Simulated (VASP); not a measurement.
# VO2 (P4_2/mnm) in VASP: density of states with PBE

Aim: the density of states of VO2 with PBE.

Everything below comes from runs of VASP 6.6.1. Logs are shortened: lines on timing, memory, paths and dates and some standing lists are left out, and cuts for length are marked.

### Step 1. The cell of the first run

Symmetry: P4_2/mnm, No. 136, tetragonal system. Conventional cell: a = 4.615 Å, b = 4.615 Å, c = 2.775 Å, α = 90.00°, β = 90.00°, γ = 90.00°. Within 2.5 Å of V (site symmetry mmm) lie 6 O at 1.91 to 1.95 Å. O (site symmetry m2m) has 3 V at 1.91 to 1.95 Å within 2.5 Å.

### Step 2. Density of states, PBE

Contents of POSCAR:

```
VO2
1.0
    4.6147198922      0.0000000000      0.0000000000
    0.0000000000      4.6147198922      0.0000000000
    0.0000000000      0.0000000000      2.7749445271
V O
2 4
Direct
    0.0000000000      0.0000000000      0.0000000000
    0.5000000000      0.5000000000      0.5000000000
    0.2985480401      0.2985480401      0.0000000000
    0.2014519599      0.7985480401      0.5000000000
    0.7014519599      0.7014519599      0.0000000000
    0.7985480401      0.2014519599      0.5000000000
```

Contents of INCAR.step1:

```
  PREC = Accurate
  ENCUT = 520
  EDIFF = 1E-6
  ISMEAR = 0
  SIGMA = 0.05
  LREAL = False
  LASPH = True
  NELM = 120
  ALGO = Normal
  ISIF = 2
  LWAVE = False
  LCHARG = True
  LMAXMIX = 4
  GGA = PE
  NBANDS = 34
  GGA_COMPAT = False
  NEDOS = 2001
  LORBIT = 11
```

Contents of KPOINTS.step1:

```
Automatic mesh
0
Gamma
  6 6 10
```

Contents of INCAR.step2:

```
  PREC = Accurate
  ENCUT = 520
  EDIFF = 1E-6
  ISMEAR = -5
  SIGMA = 0.05
  LREAL = False
  LASPH = True
  NELM = 120
  ALGO = Normal
  ISIF = 2
  LWAVE = False
  LCHARG = False
  LMAXMIX = 4
  GGA = PE
  LORBIT = 10
  NEDOS = 1001
  ICHARG = 11
  GGA_COMPAT = False
```

Contents of KPOINTS.step2:

```
Automatic mesh
0
Gamma
  9 9 15
```

Potentials or basis: VASP PAW PBE potentials, release 64 (V_sv, O).

On the command line:

```console
$ cat potpaw_PBE.64/V_sv/POTCAR potpaw_PBE.64/O/POTCAR > POTCAR
$ cp INCAR.step1 INCAR
$ cp KPOINTS.step1 KPOINTS
$ mpirun -np 1 vasp_std > vasp.out
$ cp INCAR.step2 INCAR
$ cp KPOINTS.step2 KPOINTS
$ mpirun -np 1 vasp_std > vasp.out
```

OUTCAR:

```text
PREC = Accurate
   ENCUT = 520
   EDIFF = 1E-6
   ISMEAR = -5
   LREAL = False
   LASPH = True
   NELM = 120
   ISIF = 2
   GGA = PE
   LORBIT = 10
   ICHARG = 11

 ion  position               nearest neighbor table
   1  0.000  0.000  0.000-   4 1.91   6 1.91   4 1.91   6 1.91   5 1.95   3 1.95
   2  0.500  0.500  0.500-   3 1.91   5 1.91   3 1.91   5 1.91   4 1.95   6 1.95
   3  0.299  0.299  0.000-   2 1.91   2 1.91   1 1.95
   4  0.201  0.799  0.500-   1 1.91   1 1.91   2 1.95
   5  0.701  0.701  0.000-   2 1.91   2 1.91   1 1.95
   6  0.799  0.201  0.500-   1 1.91   1 1.91   2 1.95

  LATTYP: Found a simple tetragonal cell.
 ALAT       =     4.6147198922
 C/A-ratio  =     0.6013245857

  Lattice vectors:

 A1 = (   4.6147198922,   0.0000000000,   0.0000000000)
 A2 = (   0.0000000000,   4.6147198922,   0.0000000000)
 A3 = (   0.0000000000,   0.0000000000,   2.7749445271)

Analysis of symmetry for initial positions (statically):
=====================================================================
 Subroutine PRICEL returns:
 Original cell was already a primitive cell.

 Routine SETGRP: Setting up the symmetry group for a
 simple tetragonal supercell.

 Subroutine GETGRP returns: Found 16 space group operations
 (whereof  8 operations were pure point group operations)
 out of a pool of 16 trial point group operations.

The static configuration has the point symmetry D_2h.
 The point group associated with its full space group is D_4h.

Analysis of symmetry for dynamics (positions and initial velocities):
=====================================================================
 Subroutine PRICEL returns:
 Original cell was already a primitive cell.

 Routine SETGRP: Setting up the symmetry group for a
 simple tetragonal supercell.

 Subroutine GETGRP returns: Found 16 space group operations
 (whereof  8 operations were pure point group operations)
 out of a pool of 16 trial point group operations.

The dynamic configuration has the point symmetry D_2h.
 The point group associated with its full space group is D_4h.

 Subroutine INISYM returns: Found 16 space group operations
 (whereof  8 operations are pure point group operations),
 and found     1 'primitive' translations

----------------------------------------------------------------------------------------

                                     Primitive cell
[... 113 lines left out ...]
   NUPDOWN=      -1.0000    fix difference up-down
   EMIN   =  10.00;   EMAX   =-10.00  energy-range for DOS
   EFERMI =   0.00;   METHOD = LEGACY
   ISMEAR =    -5;   SIGMA  =   0.05  broadening in eV -4-tet -1-fermi 0-gaus
   EFERMI_NEDOS =   21; number of points for ismear=-14 and -15
   IALGO  =     38    algorithm
   IMIX   =      4    mixing-type and parameters
     AMIX     =   0.40;   BMIX     =  1.00
     AMIX_MAG =   1.60;   BMIX_MAG =  1.00
  volume/ion in A,a.u.               =       9.85        66.46
  Fermi-wavevector in a.u.,A,eV,Ry     =   1.548400  2.926052 32.620548  2.397543
  Thomas-Fermi vector in A             =   2.653356
   LORBIT       =     10    0 simple, 1 ext, 2 COOP (PROOUT), +10 PAW based schemes
   GGA     = PE    functional components
   LHFCALC =     F    Hartree Fock is set to
   AEXX    =    0.0000 exact exchange contribution
   IVDW    =     0    specifies the selected vdW correction
   LEPSILON=     F    determine dielectric tensor
   LRPA    =     F    only Hartree local field effects (RPA)
 non-spin polarized calculation
 Fermi weights with tetrahedron method with Bloechl corrections
  energy-cutoff  :      520.00
  volume of cell :       59.09
 maximum number of plane-waves:      1618
 NGX is ok and might be reduce to    36

 number of electron      49.9999984 magnetization

 Free energy of the ion-electron system (eV)
  ---------------------------------------------------
  ext. energy  EPLUGINS =         0.00000000
  ---------------------------------------------------
  free energy    TOTEN  =       -51.78745028 eV

  energy without entropy =      -51.78745028  energy(sigma->0) =      -51.78745028

 E-fermi :   6.4197     XC(G=0): -11.7713

 val. band max:        6.4428761455   @ k =   0.2222   0.2222   0.2000
 cond. band min:       6.3922918322   @ k =   0.1111   0.1111   0.2000
 fundamental gap:     -0.0505843133
 Fermi energy:         6.4197017748

 k-point     1 :       0.0000    0.0000    0.0000
  band No.  band energies     occupation
      1     -59.3238      2.00000
      2     -59.3150      2.00000
      3     -33.1821      2.00000
      4     -33.1821      2.00000
      5     -33.1285      2.00000
      6     -33.1114      2.00000
[... 781 lines left out ...]
     29       7.6347      0.00000
     30       7.9294      0.00000

 [... further k-points ...]

------------------------ aborting loop because EDIFF is reached ----------------------------------------

  FORCE on cell =-STRESS in cart. coord.  units (eV):
  Direction    XX          YY          ZZ          XY          YZ          ZX
  --------------------------------------------------------------------------------------
  -------------------------------------------------------------------------------------
  Total        0.2992985      0.2992985      0.3673426     -0.0000000      0.0000000      0.0000000
  in kB        8.1146576      8.1146576      9.9594843     -0.0000000      0.0000000      0.0000000
  external PRESSURE =       8.7295998 kB  Pullay stress =       0.0000000 kB

 VOLUME and BASIS-vectors are now :
 -----------------------------------------------------------------------------
  energy-cutoff  :      520.00
  volume of cell :       59.09
      direct lattice vectors                 reciprocal lattice vectors
     4.614719892  0.000000000  0.000000000     0.216697876  0.000000000  0.000000000
     0.000000000  4.614719892  0.000000000     0.000000000  0.216697876  0.000000000
     0.000000000  0.000000000  2.774944527     0.000000000  0.000000000  0.360367564

 POSITION                                       TOTAL-FORCE (eV/Angst)
 -----------------------------------------------------------------------------------
      0.00000      0.00000      0.00000         0.000000      0.000000      0.000000
      2.30736      2.30736      1.38747         0.000000      0.000000      0.000000
      1.37772      1.37772      0.00000        -0.031816     -0.031816      0.000000
      0.92964      3.68508      1.38747         0.031816     -0.031816      0.000000
      3.23700      3.23700      0.00000         0.031816      0.031816      0.000000
      3.68508      0.92964      1.38747        -0.031816      0.031816      0.000000
 -----------------------------------------------------------------------------------
    total drift:                               -0.000000      0.000000      0.000000

  FREE ENERGIE OF THE ION-ELECTRON SYSTEM (eV)
  ---------------------------------------------------
  free  energy   TOTEN  =       -51.7874502826 eV

  energy  without entropy=      -51.7874502826  energy(sigma->0) =      -51.78745028

 total charge

# of ion       s       p       d       tot
------------------------------------------
    1        2.285   6.343   2.930  11.558
    2        2.285   6.343   2.930  11.558
    3        1.573   3.470   0.000   5.044
    4        1.573   3.470   0.000   5.044
    5        1.573   3.470   0.000   5.044
    6        1.573   3.470   0.000   5.044
--------------------------------------------------
tot         10.863  26.567   5.860  43.290
```

OUTCAR.step1:

```text
PREC = Accurate
   ENCUT = 520
   EDIFF = 1E-6
   ISMEAR = 0
   LREAL = False
   LASPH = True
   NELM = 120
   ISIF = 2
   GGA = PE
[... 1131 lines left out ...]

  FREE ENERGIE OF THE ION-ELECTRON SYSTEM (eV)
  ---------------------------------------------------
  free  energy   TOTEN  =       -51.7882192654 eV

  energy  without entropy=      -51.7797511097  energy(sigma->0) =      -51.78398519

 total charge

# of ion       s       p       d       tot
------------------------------------------
    1        2.285   6.343   2.931  11.558
    2        2.285   6.343   2.931  11.558
    3        1.573   3.470   0.000   5.044
    4        1.573   3.470   0.000   5.044
    5        1.573   3.470   0.000   5.044
    6        1.573   3.470   0.000   5.044
--------------------------------------------------
tot         10.863  26.567   5.861  43.291
```

OSZICAR.step1:

```text
N       E                     dE             d eps       ncg     rms          rms(c)
DAV:   1     0.636196279683E+03    0.63620E+03   -0.27772E+04  4080   0.162E+03
DAV:   2    -0.105358309997E+02   -0.64673E+03   -0.60774E+03  4362   0.499E+02
DAV:   3    -0.677449642456E+02   -0.57209E+02   -0.56168E+02  4364   0.153E+02
DAV:   4    -0.688309208725E+02   -0.10860E+01   -0.10830E+01  4916   0.211E+01
DAV:   5    -0.688431419035E+02   -0.12221E-01   -0.12218E-01  4546   0.235E+00    0.487E+01
DAV:   6    -0.565000462892E+02    0.12343E+02   -0.76281E+01  5070   0.828E+01    0.259E+01
DAV:   7    -0.543881036326E+02    0.21119E+01   -0.41296E+01  4598   0.727E+01    0.233E+01
DAV:   8    -0.520284915278E+02    0.23596E+01   -0.36692E+00  4154   0.205E+01    0.611E+00
DAV:   9    -0.517864358549E+02    0.24206E+00   -0.52309E-01  5058   0.718E+00    0.135E+00
DAV:  10    -0.517890289507E+02   -0.25931E-02   -0.77495E-02  4166   0.214E+00    0.703E-01
DAV:  11    -0.517917481289E+02   -0.27192E-02   -0.30014E-03  4378   0.622E-01    0.617E-01
DAV:  12    -0.517886982554E+02    0.30499E-02   -0.76972E-03  4836   0.116E+00    0.187E-01
DAV:  13    -0.517882667457E+02    0.43151E-03   -0.62592E-04  4138   0.237E-01    0.102E-01
DAV:  14    -0.517882250477E+02    0.41698E-04   -0.26047E-04  4160   0.851E-02    0.290E-02
DAV:  15    -0.517882199433E+02    0.51044E-05   -0.11981E-05  4142   0.430E-02    0.838E-03
DAV:  16    -0.517882192654E+02    0.67788E-06   -0.41610E-06  3028   0.139E-02
   1 F= -.51788219E+02 E0= -.51783985E+02  d E =-.846816E-02
```

Run time: 100 s. Hardware: 1 thread of Intel Xeon 6975P-C (Granite Rapids), shared host; peak memory 0.28 GiB.

Results:

| Quantity | Value |
| --- | --- |
| Valence electrons inside the program's atomic spheres | V 11.56; O 5.04 |

Caveat: the run has no spin polarisation, though such a crystal can be magnetic; semilocal functionals often make such compounds metallic where correlation or magnetic order opens a gap, which also shifts bond lengths; tetrahedron occupations give inexact forces and stress in metals.
